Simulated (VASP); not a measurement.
# Ag in VASP: relaxation of the atoms with r2SCAN

Aim: the relaxation of the atoms of Ag with r2SCAN.

All numbers are computed with VASP 6.6.1; they aren't measurements. Logs are shortened: lines on timing, memory, paths and dates and some standing lists are left out, and cuts for length are marked.

## Step 1: The cell of the first run

The cell holds a slab with vacuum, 5 atoms: a = 2.902 Å, b = 2.902 Å, c = 24.478 Å, α = 90.00°, β = 90.00°, γ = 120.00°.

## Step 2: Relaxation of the atoms, r2SCAN

Contents of POSCAR:

```
Ag
1.0
    2.9020758515      0.0000000000      0.0000000000
   -1.4510379258      2.5132714111      0.0000000000
    0.0000000000      0.0000000000     24.4781400414
Ag
5
Direct
    0.6666666667      0.3333333333      0.3063958286
    0.3333333333      0.6666666667      0.4031979143
    0.0000000000      0.0000000000      0.5000000000
    0.6666666667      0.3333333333      0.5968020857
    0.3333333333      0.6666666667      0.6936041714
```

Contents of INCAR.step1:

```
SYSTEM = Ag
PREC = Accurate
ENCUT = 500
ISMEAR = 0
SIGMA = 0.1
LREAL = .FALSE.
LASPH = .TRUE.
NELM = 120
LDIPOL = .TRUE.
IDIPOL = 3
DIPOL = 0.5 0.5 0.500
GGA = PE
ALGO = Normal
EDIFF = 1E-5
LWAVE = .TRUE.
LCHARG = .FALSE.
GGA_COMPAT = .FALSE.
IBRION = 2
EDIFFG = -0.01
NELMIN = 4
NSW = 100
NELMDL = -8
KPAR = 4
```

Contents of INCAR.step2:

```
SYSTEM = Ag
PREC = Accurate
ENCUT = 500
EDIFF = 1E-7
ISMEAR = 0
SIGMA = 0.1
LREAL = .FALSE.
LASPH = .TRUE.
NELM = 120
ALGO = Normal
ISIF = 2
LWAVE = .FALSE.
LCHARG = .FALSE.
LDIPOL = .TRUE.
IDIPOL = 3
DIPOL = 0.5 0.5 0.500
METAGGA = R2SCAN
LMIXTAU = .TRUE.
IBRION = 2
NSW = 80
EDIFFG = -0.02
ISTART = 1
GGA_COMPAT = .FALSE.
NELMIN = 4
KPAR = 4
```

Contents of KPOINTS:

```
Automatic mesh
0
G
  12 12 1
  0 0 0
```

Potentials or basis: VASP PAW PBE potentials, release 64 (Ag).

Started as:

```console
> cat potpaw_PBE.64/Ag/POTCAR > POTCAR
> cp INCAR.step1 INCAR
> mpirun -np 4 vasp_std > vasp.out
> cp INCAR.step2 INCAR
> mpirun -np 4 vasp_std > vasp.out
```

OUTCAR:

```text
SYSTEM = Ag
   PREC = Accurate
   ENCUT = 500
   EDIFF = 1E-7
   ISMEAR = 0
   LREAL = .FALSE.
   LASPH = .TRUE.
   NELM = 120
   ISIF = 2
   METAGGA = R2SCAN
   IBRION = 2
   NSW = 80
   EDIFFG = -0.02
   ISTART = 1
   NELMIN = 4

 ion  position               nearest neighbor table
   1  0.667  0.333  0.306-   2 2.90   2 2.90   2 2.90
   2  0.333  0.667  0.403-   1 2.90   1 2.90   3 2.90   3 2.90   3 2.90   1 2.90
   3  0.000  0.000  0.500-   2 2.90   4 2.90   4 2.90   2 2.90   4 2.90   2 2.90
   4  0.667  0.333  0.597-   5 2.90   5 2.90   3 2.90   3 2.90   3 2.90   5 2.90
   5  0.333  0.667  0.694-   4 2.90   4 2.90   4 2.90

  LATTYP: Found a hexagonal cell.
 ALAT       =     2.9020758515
 C/A-ratio  =     8.4347002952

  Lattice vectors:

 A1 = (   2.9020758515,   0.0000000000,   0.0000000000)
 A2 = (  -1.4510379258,   2.5132714111,   0.0000000000)
 A3 = (   0.0000000000,   0.0000000000,  24.4781400414)

Analysis of symmetry for initial positions (statically):
=====================================================================
 Subroutine PRICEL returns:
 Original cell was already a primitive cell.

 Routine SETGRP: Setting up the symmetry group for a
 hexagonal supercell.

 Subroutine GETGRP returns: Found 12 space group operations
 (whereof 12 operations were pure point group operations)
 out of a pool of 24 trial point group operations.

The static configuration has the point symmetry D_3d.

Analysis of symmetry for dynamics (positions and initial velocities):
=====================================================================
 Subroutine PRICEL returns:
 Original cell was already a primitive cell.

 Routine SETGRP: Setting up the symmetry group for a
 hexagonal supercell.

 Subroutine GETGRP returns: Found 12 space group operations
 (whereof 12 operations were pure point group operations)
 out of a pool of 24 trial point group operations.

The dynamic configuration has the point symmetry D_3d.

 Subroutine INISYM returns: Found 12 space group operations
 (whereof 12 operations are pure point group operations),
 and found     1 'primitive' translations

----------------------------------------------------------------------------------------

                                     Primitive cell

  volume of cell :     178.5363

  direct lattice vectors                    reciprocal lattice vectors
     2.902075851  0.000000000  0.000000000     0.344580931  0.198943894  0.000000000
    -1.451037926  2.513271411  0.000000000     0.000000000  0.397887787  0.000000000
     0.000000000  0.000000000 24.478140041     0.000000000  0.000000000  0.040852777

  length of vectors
     2.902075851  2.902075852 24.478140041     0.397887787  0.397887787  0.040852777

  position of ions in fractional coordinates (direct lattice)
     0.666666667  0.333333333  0.306395829
     0.333333333  0.666666667  0.403197914
     0.000000000  0.000000000  0.500000000
     0.666666667  0.333333333  0.596802086
     0.333333333  0.666666667  0.693604171

  ion indices of the primitive-cell ions
   primitive index   ion index
                 1           1
                 2           2
                 3           3
                 4           4
                 5           5

----------------------------------------------------------------------------------------

 KPOINTS: Automatic mesh

Automatic generation of k-mesh.
 Grid dimensions read from file:
 generate k-points for:   12   12    1

 Generating k-lattice:

  Cartesian coordinates                     Fractional coordinates (reciprocal lattice)
     0.028715078  0.016578658  0.000000000     0.083333333  0.000000000  0.000000000
     0.000000000  0.033157316  0.000000000     0.000000000  0.083333333  0.000000000
     0.000000000  0.000000000  0.040852777     0.000000000  0.000000000  1.000000000

  Length of vectors
     0.033157316  0.033157316  0.040852777

  Shift w.r.t. Gamma in fractional coordinates (k-lattice)
     0.000000000  0.000000000  0.000000000

 Subroutine IBZKPT returns following result:
 ===========================================

 Found     19 irreducible k-points:

 Following reciprocal coordinates:
            Coordinates               Weight
  0.000000  0.000000  0.000000      1.000000
  0.083333  0.000000  0.000000      6.000000
  0.166667  0.000000  0.000000      6.000000
  0.250000  0.000000  0.000000      6.000000
  0.333333  0.000000  0.000000      6.000000
  0.416667  0.000000  0.000000      6.000000
[... 11 lines left out ...]
  0.333333  0.250000  0.000000     12.000000
  0.333333  0.333333  0.000000      2.000000
   k-points           NKPTS =     19   k-points in BZ     NKDIM =     19   number of bands    NBANDS=     33
   number of dos      NEDOS =    301   number of ions     NIONS =      5
   total plane-waves  NPLWV = 103680
   dimension x,y,z NGX =    24 NGY =   24 NGZ =  180
   dimension x,y,z NGXF=    48 NGYF=   48 NGZF=  360
   ions per type =               5
   NGX,Y,Z   is equivalent  to a cutoff of  13.75, 13.75, 12.22 a.u.
   NGXF,Y,Z  is equivalent  to a cutoff of  27.50, 27.50, 24.45 a.u.
 SYSTEM =  Ag
   PREC   = accura    normal or accurate (medium, high low for compatibility)
   ISTART =      1    job   : 0-new  1-cont  2-samecut
   ICHARG =      0    charge: 1-file 2-atom 10-const
   ISPIN  =      1    spin polarized calculation?
   LNONCOLLINEAR =      F non collinear calculations
   LSORBIT =      F    spin-orbit coupling
   LASPH  =      T    aspherical Exc in radial PAW
   ENCUT  =  500.0 eV  36.75 Ry    6.06 a.u.   5.29  5.29 44.63*2*pi/ulx,y,z
   NELM   =    120;   NELMIN=  4; NELMDL=  0     # of ELM steps
   EDIFF  = 0.1E-06   stopping-criterion for ELM
   LREAL  =      F    real-space projection
   EDIFFG = -.2E-01   stopping-criterion for IOM
   NSW    =     80    number of steps for IOM
   IBRION =      2    ionic relax: 0-MD 1-quasi-New 2-CG
   NFREE  =      1    steps in history (QN), initial steepest desc. (CG)
   ISIF   =      2    stress and relaxation
   ISYM   =      2    0-nonsym 1-usesym 2-fastsym
   POTIM  = 0.5000    time-step for ionic-motion
   TEBEG  =    0.0;   TEEND  =   0.0 temperature during run
   PSTRESS=    0.0 pullay stress
   NELECT =      55.0000    total number of electrons
   NUPDOWN=      -1.0000    fix difference up-down
   EMIN   =  10.00;   EMAX   =-10.00  energy-range for DOS
   EFERMI =   0.00;   METHOD = LEGACY
   ISMEAR =     0;   SIGMA  =   0.10  broadening in eV -4-tet -1-fermi 0-gaus
   EFERMI_NEDOS =   21; number of points for ismear=-14 and -15
   IALGO  =     38    algorithm
   IMIX   =      4    mixing-type and parameters
     AMIX     =   0.40;   BMIX     =  1.00
     AMIX_MAG =   1.60;   BMIX_MAG =  1.00
  volume/ion in A,a.u.               =      35.71       240.96
  Fermi-wavevector in a.u.,A,eV,Ry     =   1.105656  2.089388 16.632798  1.222476
  Thomas-Fermi vector in A             =   2.242147
   LORBIT       =      0    0 simple, 1 ext, 2 COOP (PROOUT), +10 PAW based schemes
   METAGGA = R2SCAN    functional components
   LHFCALC =     F    Hartree Fock is set to
   AEXX    =    0.0000 exact exchange contribution
   IVDW    =     0    specifies the selected vdW correction
   LEPSILON=     F    determine dielectric tensor
   LRPA    =     F    only Hartree local field effects (RPA)
 conjugate gradient relaxation of ions
 non-spin polarized calculation
 Gauss-broadening in eV      SIGMA  =   0.10
  energy-cutoff  :      500.00
  volume of cell :      178.54
 maximum number of plane-waves:      4564
 NGX is ok and might be reduce to    24
   NGX = 11   NGY = 11   NGZ = 89

--------------------------------------- Ionic step        1  -------------------------------------------

 number of electron      55.0000004 magnetization

 Free energy of the ion-electron system (eV)
  ---------------------------------------------------
  ext. energy  EPLUGINS =         0.00000000
  ---------------------------------------------------
  free energy    TOTEN  =      -105.93274926 eV

  energy without entropy =     -105.92505276  energy(sigma->0) =     -105.92890101

------------------------ aborting loop because EDIFF is reached ----------------------------------------

 vacuum level on the upper side and lower side of the slab       (xc-potential included)        -0.026        -0.026

  FORCE on cell =-STRESS in cart. coord.  units (eV):
  Direction    XX          YY          ZZ          XY          YZ          ZX
  --------------------------------------------------------------------------------------
  -------------------------------------------------------------------------------------
  Total       -1.0035114     -1.0035114     -0.2513038      0.0000000      0.0000000      0.0000000
  in kB       -9.0054688     -9.0054688     -2.2551894      0.0000000      0.0000000      0.0000000
  external PRESSURE =      -6.7553757 kB  Pullay stress =       0.0000000 kB
[... 98 lines left out ...]
  FREE ENERGIE OF THE ION-ELECTRON SYSTEM (eV)
  ---------------------------------------------------
  free  energy   TOTEN  =      -105.9338593714 eV

  energy  without entropy=     -105.9270136039  energy(sigma->0) =     -105.93043649

 dipolmoment           0.000000      0.000000      0.000000 electrons x Angstroem

--------------------------------------- Ionic step        4  -------------------------------------------

 number of electron      55.0000003 magnetization

 dipolmoment           0.000000      0.000000     -0.000000 electrons x Angstroem

 Free energy of the ion-electron system (eV)
  ---------------------------------------------------
  ext. energy  EPLUGINS =         0.00000000
  ---------------------------------------------------
  free energy    TOTEN  =      -105.93392469 eV

  energy without entropy =     -105.92703098  energy(sigma->0) =     -105.93047783

 E-fermi :   1.7250     XC(G=0):  -6.8313

 val. band max:        1.6364511182   @ k =   0.2500   0.0833   0.0000
 cond. band min:       1.8017011401   @ k =   0.0833   0.0833   0.0000
 fundamental gap:      0.1652500219
 Fermi energy:         1.7250002989

 k-point     1 :       0.0000    0.0000    0.0000
  band No.  band energies     occupation
      1      -5.8481      2.00000
      2      -5.1885      2.00000
      3      -4.8310      2.00000
      4      -4.6322      2.00000
      5      -4.5721      2.00000
      6      -3.3433      2.00000
[... 673 lines left out ...]
     32       6.9111      0.00000
     33       6.9111      0.00000

------------------------ aborting loop because EDIFF is reached ----------------------------------------

 vacuum level on the upper side and lower side of the slab       (xc-potential included)         0.042         0.042

  FORCE on cell =-STRESS in cart. coord.  units (eV):
  Direction    XX          YY          ZZ          XY          YZ          ZX
  --------------------------------------------------------------------------------------
  -------------------------------------------------------------------------------------
  Total       -1.0182730     -1.0182730     -0.2250560      0.0000000      0.0000000      0.0000000
  in kB       -9.1379391     -9.1379391     -2.0196433      0.0000000      0.0000000      0.0000000
  external PRESSURE =      -6.7651739 kB  Pullay stress =       0.0000000 kB
[... 20 lines left out ...]
  FREE ENERGIE OF THE ION-ELECTRON SYSTEM (eV)
  ---------------------------------------------------
  free  energy   TOTEN  =      -105.9339246876 eV

  energy  without entropy=     -105.9270309800  energy(sigma->0) =     -105.93047783

 reached required accuracy - stopping structural energy minimisation

 vacuum level on the upper side and lower side of the slab         6.212         6.212
```

Run time: 13 min. Hardware: 4 MPI ranks of Intel Xeon Platinum 8259CL at 2.50GHz (Skylake/Cascade Lake), shared host; peak memory 0.39 GiB.

What came out:

```
Free energy                  : -105.9339 eV
Energy gained by relaxing    : 0.2 meV/atom
Ionic steps                  : 4
Largest force after relaxing : 0.019 eV/Å
Band gap on the k mesh       : zero (an odd number of electrons rules out a gap without spin polarisation)
```

Forces in eV/Å, atoms in the order of the input:
```
Ag   0.000  0.000  0.019
Ag   0.000  0.000  0.005
Ag   0.000  0.000  0.000
Ag   0.000  0.000 -0.005
Ag   0.000  0.000 -0.019
```

The path:
```csv
step,energy change (eV),largest force (eV/Å),pressure (GPa)
1,0.0000,0.0825,-0.68
2,-0.0006,0.0584,-0.68
3,-0.0011,0.0209,-0.69
4,-0.0012,0.0190,-0.68
```

Final structure:
```
Ag
1.0
     2.90208    0.00000    0.00000
    -1.45104    2.51327    0.00000
     0.00000    0.00000   24.47814
Ag
5
Cartesian
  1.4510 0.8378 7.4987
  0.0000 1.6755 9.8831
  -1.4510 2.5133 12.2391
  1.4510 0.8378 14.5951
  0.0000 1.6755 16.9794
```

Caveat: the PAW data sets were made with another functional, which shifts forces and pressure a little.

The gap in the log of VASP goes by the Fermi energy; the results here count the filled bands.